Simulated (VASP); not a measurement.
Input of a VASP 6.6.1 run:

Contents of INCAR:

```
ALGO = Normal
EDIFF = 1E-7
ENCUT = 520
GGA = PE
ISIF = 2
ISMEAR = 0
LASPH = True
LCHARG = False
LREAL = False
LWAVE = False
NBANDS = 28
NELM = 80
PREC = Accurate
SIGMA = 0.05
```

KPOINTS

```
k-points
0
Gamma
  8 8 6
```

Contents of POSCAR:

```
PbO
1.0
    3.8750400000      0.0000000000      0.0000000000
    0.0000000000      3.8750400000      0.0000000000
    0.0000000000      0.0000000000      4.8964500000
Pb O
2 2
Direct
    0.0000000000      0.5000000000      0.2351000000
    0.5000000000      0.0000000000      0.7649000000
    0.0000000000      0.0000000000      0.0000000000
    0.5000000000      0.5000000000      0.0000000000
```

Potentials or basis: VASP PAW PBE potentials, release 64 (Pb_d, O).

Run with:

```console
$ cat potpaw_PBE.64/Pb_d/POTCAR potpaw_PBE.64/O/POTCAR > POTCAR
$ mpirun -np 1 vasp_std > vasp.out
```

What does it give for the band gap on the k mesh?

1.10 eV, indirect (least direct gap 2.41 eV).

What does it give for the pressure?

13.4 GPa.

Forces in eV/Å, atoms in the order of the input:
```
Pb   0.000  0.000  1.692
Pb   0.000  0.000 -1.692
O    0.000  0.000  0.000
O    0.000  0.000  0.000
```

Caveat: the cell differs from its parent crystal (strain -0.025 along x and y, -0.025 along z); spin-orbit coupling is left out, which moves the levels of the heavy elements; forces of over 1 eV/Å act on the atoms, so gaps and moduli don't describe the material at rest. A k mesh can miss the band edges.
